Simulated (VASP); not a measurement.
# Ag4F3 (P-43m) in VASP: further runs

Ag4F3 is run at these levels: PBE; tasks: single point, relaxation of cell and atoms.

Program: VASP 6.6.1. These are calculated values, not measurements. Logs are shortened: lines on timing, memory, paths and dates and some standing lists are left out, and cuts for length are marked.

**1. The cell of the first run**

The structure is cubic, space group P-43m (No. 215). The conventional cell has a = 5.016 Å, b = 5.016 Å, c = 5.016 Å, α = 90.00°, β = 90.00°, γ = 90.00°. Ag (site symmetry 3m) has 3 F at 2.35 Å and 3 Ag at 2.83 Å within 3.1 Å. F (site symmetry -42m) has 4 Ag at 2.35 Å within 3.1 Å.

The cell was built from a structure type or drawn by symmetry, and may not be a known phase.

**2. Single point, PBE, collinear spin**

INCAR reads:

```
PREC = Accurate
ENCUT = 520
EDIFF = 1E-6
ISMEAR = 0
SIGMA = 0.1
LREAL = F
LASPH = T
NELM = 150
ALGO = Normal
ISIF = 2
LWAVE = F
LCHARG = T
ISPIN = 2
MAGMOM = 1 1 1 1 0 0 0
LORBIT = 11
LMAXMIX = 4
GGA = PE
LELF = T
LVHAR = T
NBANDS = 46
```

KPOINTS reads:

```
Automatic mesh
0
Gamma
  4 4 4
```

POSCAR reads:

```
Ag4F3
1.0
    5.0162780000      0.0000000000      0.0000000000
    0.0000000000      5.0162780000      0.0000000000
    0.0000000000      0.0000000000      5.0162780000
Ag F
4 3
Direct
    0.6997140000      0.6997140000      0.6997140000
    0.3002860000      0.3002860000      0.6997140000
    0.3002860000      0.6997140000      0.3002860000
    0.6997140000      0.3002860000      0.3002860000
    0.0000000000      0.0000000000      0.5000000000
    0.5000000000      0.0000000000      0.0000000000
    0.0000000000      0.5000000000      0.0000000000
```

Potentials or basis: VASP PAW PBE potentials, release 64 (Ag, F).

Run with:

```sh
cat potpaw_PBE.64/Ag/POTCAR potpaw_PBE.64/F/POTCAR > POTCAR
mpirun -np 1 vasp_std > vasp.out
```

OUTCAR:

```text
PREC = Accurate
   ENCUT = 520
   EDIFF = 1E-6
   ISMEAR = 0
   LREAL = F
   LASPH = T
   NELM = 150
   ISIF = 2
   ISPIN = 2
   LORBIT = 11
   GGA = PE

 ion  position               nearest neighbor table
   1  0.700  0.700  0.700-   5 2.35   6 2.35   7 2.35   2 2.83   3 2.83   4 2.83
   2  0.300  0.300  0.700-   5 2.35   6 2.35   7 2.35   1 2.83   3 2.83   4 2.83
   3  0.300  0.700  0.300-   5 2.35   6 2.35   7 2.35   1 2.83   2 2.83   4 2.83
   4  0.700  0.300  0.300-   5 2.35   6 2.35   7 2.35   1 2.83   2 2.83   3 2.83
   5  0.000  0.000  0.500-   1 2.35   2 2.35   3 2.35   4 2.35
   6  0.500  0.000  0.000-   1 2.35   2 2.35   3 2.35   4 2.35
   7  0.000  0.500  0.000-   1 2.35   2 2.35   3 2.35   4 2.35

  LATTYP: Found a simple cubic cell.
 ALAT       =     5.0162780000

  Lattice vectors:

 A1 = (   5.0162780000,   0.0000000000,   0.0000000000)
 A2 = (   0.0000000000,   5.0162780000,   0.0000000000)
 A3 = (   0.0000000000,   0.0000000000,   5.0162780000)

Analysis of symmetry for initial positions (statically):
=====================================================================
 Subroutine PRICEL returns:
 Original cell was already a primitive cell.

 Routine SETGRP: Setting up the symmetry group for a
 simple cubic supercell.

 Subroutine GETGRP returns: Found 24 space group operations
 (whereof 24 operations were pure point group operations)
 out of a pool of 48 trial point group operations.

The static configuration has the point symmetry T_d .

Analysis of symmetry for dynamics (positions and initial velocities):
=====================================================================
 Subroutine PRICEL returns:
 Original cell was already a primitive cell.

 Routine SETGRP: Setting up the symmetry group for a
 simple cubic supercell.

 Subroutine GETGRP returns: Found 24 space group operations
 (whereof 24 operations were pure point group operations)
 out of a pool of 48 trial point group operations.

The dynamic configuration has the point symmetry T_d .

Analysis of structural, dynamic, and magnetic symmetry:
=====================================================================
 Subroutine PRICEL returns:
 Original cell was already a primitive cell.

 Routine SETGRP: Setting up the symmetry group for a
 simple cubic supercell.

 Subroutine GETGRP returns: Found 24 space group operations
 (whereof 24 operations were pure point group operations)
 out of a pool of 48 trial point group operations.

The overall configuration has the point symmetry T_d .

 Subroutine INISYM returns: Found 24 space group operations
 (whereof 24 operations are pure point group operations),
 and found     1 'primitive' translations

----------------------------------------------------------------------------------------

                                     Primitive cell

  volume of cell :     126.2248

  direct lattice vectors                    reciprocal lattice vectors
     5.016278000  0.000000000  0.000000000     0.199350993  0.000000000  0.000000000
     0.000000000  5.016278000  0.000000000     0.000000000  0.199350993  0.000000000
     0.000000000  0.000000000  5.016278000     0.000000000  0.000000000  0.199350993

  length of vectors
     5.016278000  5.016278000  5.016278000     0.199350993  0.199350993  0.199350993

  position of ions in fractional coordinates (direct lattice)
     0.699714000  0.699714000  0.699714000
     0.300286000  0.300286000  0.699714000
     0.300286000  0.699714000  0.300286000
     0.699714000  0.300286000  0.300286000
     0.000000000  0.000000000  0.500000000
     0.500000000  0.000000000  0.000000000
     0.000000000  0.500000000  0.000000000

  ion indices of the primitive-cell ions
   primitive index   ion index
                 1           1
                 2           2
                 3           3
                 4           4
                 5           5
                 6           6
                 7           7

----------------------------------------------------------------------------------------

 KPOINTS: Automatic mesh

Automatic generation of k-mesh.
 Grid dimensions read from file:
 generate k-points for:    4    4    4
[... 33 lines left out ...]
   total plane-waves  NPLWV =  64000
   dimension x,y,z NGX =    40 NGY =   40 NGZ =   40
   dimension x,y,z NGXF=    80 NGYF=   80 NGZF=   80
   ions per type =               4   3
   NGX,Y,Z   is equivalent  to a cutoff of  13.26, 13.26, 13.26 a.u.
   NGXF,Y,Z  is equivalent  to a cutoff of  26.51, 26.51, 26.51 a.u.
 SYSTEM =  unknown system
   PREC   = accura    normal or accurate (medium, high low for compatibility)
   ISTART =      0    job   : 0-new  1-cont  2-samecut
   ICHARG =      2    charge: 1-file 2-atom 10-const
   ISPIN  =      2    spin polarized calculation?
   LNONCOLLINEAR =      F non collinear calculations
   LSORBIT =      F    spin-orbit coupling
   LASPH  =      T    aspherical Exc in radial PAW
   ENCUT  =  520.0 eV  38.22 Ry    6.18 a.u.   9.33  9.33  9.33*2*pi/ulx,y,z
   NELM   =    150;   NELMIN=  2; NELMDL= -5     # of ELM steps
   EDIFF  = 0.1E-05   stopping-criterion for ELM
   LREAL  =      F    real-space projection
   EDIFFG = 0.1E-04   stopping-criterion for IOM
   NSW    =      0    number of steps for IOM
   IBRION =     -1    ionic relax: 0-MD 1-quasi-New 2-CG
   NFREE  =      0    steps in history (QN), initial steepest desc. (CG)
   ISIF   =      2    stress and relaxation
   ISYM   =      2    0-nonsym 1-usesym 2-fastsym
   POTIM  = 0.5000    time-step for ionic-motion
   TEBEG  =    0.0;   TEEND  =   0.0 temperature during run
   PSTRESS=    0.0 pullay stress
   NELECT =      65.0000    total number of electrons
   NUPDOWN=      -1.0000    fix difference up-down
   EMIN   =  10.00;   EMAX   =-10.00  energy-range for DOS
   EFERMI =   0.00;   METHOD = LEGACY
   ISMEAR =     0;   SIGMA  =   0.10  broadening in eV -4-tet -1-fermi 0-gaus
   EFERMI_NEDOS =   21; number of points for ismear=-14 and -15
   IALGO  =     38    algorithm
   IMIX   =      4    mixing-type and parameters
     AMIX     =   0.40;   BMIX     =  1.00
     AMIX_MAG =   1.60;   BMIX_MAG =  1.00
  volume/ion in A,a.u.               =      18.03       121.69
  Fermi-wavevector in a.u.,A,eV,Ry     =   1.312193  2.479685 23.427195  1.721850
  Thomas-Fermi vector in A             =   2.442602
   LORBIT       =     11    0 simple, 1 ext, 2 COOP (PROOUT), +10 PAW based schemes
   GGA     = PE    functional components
   LHFCALC =     F    Hartree Fock is set to
   AEXX    =    0.0000 exact exchange contribution
   IVDW    =     0    specifies the selected vdW correction
   LEPSILON=     F    determine dielectric tensor
   LRPA    =     F    only Hartree local field effects (RPA)
 spin polarized calculation
 Gauss-broadening in eV      SIGMA  =   0.10
  energy-cutoff  :      520.00
  volume of cell :      126.22
 maximum number of plane-waves:      3448
 NGX is ok and might be reduce to    40
   NGX = 19   NGY = 19   NGZ = 19

 number of electron      65.0000028 magnetization       0.0004410

 number of electron      65.0000028 magnetization      -0.0000421

 Free energy of the ion-electron system (eV)
  ---------------------------------------------------
  ext. energy  EPLUGINS =         0.00000000
  ---------------------------------------------------
  free energy    TOTEN  =       -21.85480148 eV

  energy without entropy =      -21.84800626  energy(sigma->0) =      -21.85140387

 E-fermi :   2.5423     XC(G=0):  -9.8078

 val. band max:        2.2484777680   @ k =   0.2500   0.2500   0.2500
 cond. band min:       2.6115235470   @ k =   0.5000   0.2500   0.0000
 fundamental gap:      0.3630457790
 Fermi energy:         2.5422558112

 spin component 1

 k-point     1 :       0.0000    0.0000    0.0000
  band No.  band energies     occupation
      1     -19.5119      1.00000
      2     -19.4163      1.00000
      3     -19.4163      1.00000
      4      -2.2565      1.00000
      5      -2.2565      1.00000
      6      -2.2565      1.00000
[... 459 lines left out ...]
     43      16.6974      0.00000
     44      16.8648      0.00000
 Fermi energy:         2.5422558112

 spin component 2

 k-point     1 :       0.0000    0.0000    0.0000
  band No.  band energies     occupation
      1     -19.5119      1.00000
      2     -19.4162      1.00000
      3     -19.4162      1.00000
      4      -2.2565      1.00000
      5      -2.2565      1.00000
      6      -2.2565      1.00000
[... 459 lines left out ...]
     43      16.6974      0.00000
     44      16.8648      0.00000
 [bands above 44 left out]

------------------------ aborting loop because EDIFF is reached ----------------------------------------

  FORCE on cell =-STRESS in cart. coord.  units (eV):
  Direction    XX          YY          ZZ          XY          YZ          ZX
  --------------------------------------------------------------------------------------
  -------------------------------------------------------------------------------------
  Total       -0.2327096     -0.2327096     -0.2327096     -0.0000000      0.0000000      0.0000000
  in kB       -2.9537929     -2.9537929     -2.9537929     -0.0000000      0.0000000      0.0000000
  external PRESSURE =      -2.9537929 kB  Pullay stress =       0.0000000 kB

 VOLUME and BASIS-vectors are now :
 -----------------------------------------------------------------------------
  energy-cutoff  :      520.00
  volume of cell :      126.22
      direct lattice vectors                 reciprocal lattice vectors
     5.016278000  0.000000000  0.000000000     0.199350993  0.000000000  0.000000000
     0.000000000  5.016278000  0.000000000     0.000000000  0.199350993  0.000000000
     0.000000000  0.000000000  5.016278000     0.000000000  0.000000000  0.199350993

 POSITION                                       TOTAL-FORCE (eV/Angst)
 -----------------------------------------------------------------------------------
      3.50996      3.50996      3.50996        -0.004114     -0.004114     -0.004114
      1.50632      1.50632      3.50996         0.004114      0.004114     -0.004114
      1.50632      3.50996      1.50632         0.004114     -0.004114      0.004114
      3.50996      1.50632      1.50632        -0.004114      0.004114      0.004114
      0.00000      0.00000      2.50814         0.000000     -0.000000     -0.000000
      2.50814      0.00000      0.00000         0.000000      0.000000     -0.000000
      0.00000      2.50814      0.00000         0.000000      0.000000     -0.000000
 -----------------------------------------------------------------------------------
    total drift:                               -0.000000     -0.000000      0.000000

  FREE ENERGIE OF THE ION-ELECTRON SYSTEM (eV)
  ---------------------------------------------------
  free  energy   TOTEN  =       -21.8548014811 eV

  energy  without entropy=      -21.8480062626  energy(sigma->0) =      -21.85140387

 total charge

# of ion       s       p       d       tot
------------------------------------------
    1        0.259   0.161   9.278   9.698
    2        0.259   0.161   9.278   9.698
    3        0.259   0.161   9.278   9.698
    4        0.259   0.161   9.278   9.698
    5        1.742   4.287   0.000   6.029
    6        1.742   4.287   0.000   6.029
    7        1.742   4.287   0.000   6.029
--------------------------------------------------
tot          6.262  13.503  37.112  56.877

 magnetization (x)

# of ion       s       p       d       tot
------------------------------------------
    1       -0.000  -0.000  -0.000  -0.000
    2       -0.000  -0.000  -0.000  -0.000
    3       -0.000  -0.000  -0.000  -0.000
    4       -0.000  -0.000  -0.000  -0.000
    5       -0.000   0.000   0.000   0.000
    6       -0.000   0.000   0.000   0.000
    7       -0.000   0.000   0.000   0.000
--------------------------------------------------
tot         -0.000   0.000  -0.000  -0.000
```

Wall time 2 min (1 thread of Oxide Virtual Turin-like, shared host); peak memory 0.28 GiB.

Results:

```
Free energy                                           : -21.8548 eV
Pressure                                              : -0.3 GPa
Largest force                                         : 0.007 eV/Å
Net moment                                            : 0.00 μB per cell
Valence electrons inside the program's atomic spheres : Ag 9.70; F 6.03
```

Forces on the atoms (eV/Å):
```
Ag  -0.004 -0.004 -0.004
Ag   0.004  0.004 -0.004
Ag   0.004 -0.004  0.004
Ag  -0.004  0.004  0.004
F    0.000  0.000  0.000
F    0.000  0.000  0.000
F    0.000  0.000  0.000
```

**3. Single point, PBE, collinear spin**

INCAR reads:

```
SYSTEM = Ag4F3
ALGO = Normal ; EDIFF = 1E-6
ENCUT = 520 ; GGA = PE
ISIF = 2 ; ISMEAR = 0
ISPIN = 2 ; LASPH = .TRUE.
LCHARG = .TRUE. ; LELF = .TRUE.
LMAXMIX = 4 ; LORBIT = 11
LREAL = .FALSE. ; LVHAR = .TRUE.
LWAVE = .FALSE. ; MAGMOM = 1 1 1 1 0 0 0
NBANDS = 46 ; NELM = 150
PREC = Accurate ; SIGMA = 0.1
```

KPOINTS reads:

```
k-points
0
G
  4 4 4
  0 0 0
```

POSCAR is that of step 2.

Potentials or basis: VASP PAW PBE potentials, release 64 (Ag, F).

Run with:

```sh
cat potpaw_PBE.64/Ag/POTCAR potpaw_PBE.64/F/POTCAR > POTCAR
mpirun -np 1 vasp_std > vasp.out
```

Wall time 2.1 min (1 thread of Oxide Virtual Turin-like, shared host); peak memory 0.28 GiB.

The run converged. Its results:

```yaml
Free_energy: -21.8548 eV
Pressure: -0.3 GPa
Largest_force: 0.007 eV/Å
Net_moment: 0.00 μB per cell
Valence_electrons_inside_the_program's_atomic_spheres: Ag 9.70; F 6.03
```

Forces on the atoms (eV/Å):
```
Ag  -0.004 -0.004 -0.004
Ag   0.004  0.004 -0.004
Ag   0.004 -0.004  0.004
Ag  -0.004  0.004  0.004
F    0.000  0.000  0.000
F    0.000  0.000  0.000
F    0.000  0.000  0.000
```

Levels at points of the mesh, in eV from the Fermi level:
Spin up:
```csv
k point,band 30,band 31,band 32,band 33,band 34,band 35
"(0.00, 0.00, 0.00)",-1.50,-0.68,-0.68,-0.68,4.94,5.24
"(0.50, 0.00, 0.00)",-1.24,-0.68,-0.68,-0.47,1.53,6.21
"(0.50, 0.50, 0.00)",-1.16,-1.16,-0.81,0.45,2.95,2.95
"(0.50, 0.50, 0.50)",-0.61,-0.61,-0.61,0.21,4.08,4.08
```
Spin down:
```tsv
k point	band 29	band 30	band 31	band 32	band 33	band 34	band 35	band 36
(0.00, 0.00, 0.00)	-1.50	-1.50	-0.68	-0.68	-0.68	4.94	5.24	5.24
(0.50, 0.00, 0.00)	-1.24	-1.24	-0.68	-0.68	-0.47	1.53	6.21	6.21
(0.50, 0.50, 0.00)	-1.25	-1.16	-1.16	-0.81	0.45	2.95	2.95	5.05
(0.50, 0.50, 0.50)	-1.69	-0.61	-0.61	-0.61	0.21	4.08	4.08	4.08
```

**4. Relaxation of cell and atoms, PBE**

INCAR reads:

```
PREC = Accurate
ENCUT = 600
EDIFF = 1E-6
ISMEAR = 0
SIGMA = 0.1
LREAL = False
LASPH = True
NELM = 60
ALGO = Normal
ISIF = 3
LWAVE = False
LCHARG = False
GGA = PE
IBRION = 2
NSW = 100
EDIFFG = -0.01
```

KPOINTS reads:

```
Automatic mesh
0
Gamma
  8 8 8
```

POSCAR is that of step 3.

Run with:

```sh
cat potpaw_PBE.64/Ag/POTCAR potpaw_PBE.64/F/POTCAR > POTCAR
mpirun -np 1 vasp_std > vasp.out
```

It took 3.9 min on 1 thread of Oxide Virtual Turin-like, shared host; peak memory 0.31 GiB.

Results (log left out):

- Free energy: -21.8442 eV
- Relaxed volume: 17.95 Å³/atom
- Relaxed cell: a = 5.008 Å, b = 5.008 Å, c = 5.008 Å, α = 90.00°, β = 90.00°, γ = 90.00°
- Space group after relaxing (to 0.1 Å): P-43m (No. 215)
- Energy gained by relaxing: 0.1 meV/atom
- Ionic steps: 2
- Pressure after relaxing: 0.0 GPa
- Band gap on the k mesh: zero (an odd number of electrons rules out a gap without spin polarisation)

Step by step:
```tsv
step	energy change (eV)	largest force (eV/Å)	pressure (GPa)	volume (Å³)
1	0.0000	0.0036	-0.29	126.22
2	-0.0006	0.0012	-0.03	125.64
```

Final structure:
```
CELL_PARAMETERS angstrom
5.00848 0.00000 0.00000
0.00000 5.00848 0.00000
0.00000 0.00000 5.00848
ATOMIC_POSITIONS crystal
Ag 0.69973 0.69973 0.69973
Ag 0.30027 0.30027 0.69973
Ag 0.30027 0.69973 0.30027
Ag 0.69973 0.30027 0.30027
F 0.00000 0.00000 0.50000
F 0.50000 0.00000 0.00000
F 0.00000 0.50000 0.00000
```

Levels at points of the mesh, in eV from the Fermi level:
| k point | band 30 | band 31 | band 32 | band 33 | band 34 | band 35 | band 36 | band 37 |
| --- | --- | --- | --- | --- | --- | --- | --- | --- |
| (0.00, 0.00, 0.00) | -1.42 | -0.59 | -0.59 | -0.59 | 5.02 | 5.33 | 5.33 | 6.29 |
| (0.50, 0.00, 0.00) | -1.16 | -0.59 | -0.59 | -0.39 | 1.61 | 6.32 | 6.32 | 6.64 |
| (0.50, 0.50, 0.00) | -1.07 | -1.07 | -0.72 | 0.54 | 3.04 | 3.04 | 5.14 | 6.45 |
| (0.50, 0.50, 0.50) | -0.53 | -0.53 | -0.53 | 0.29 | 4.17 | 4.17 | 4.17 | 5.58 |

Caveat: an odd number of electrons without spin polarisation forces a metal; a magnetic or distorted state may lie lower.
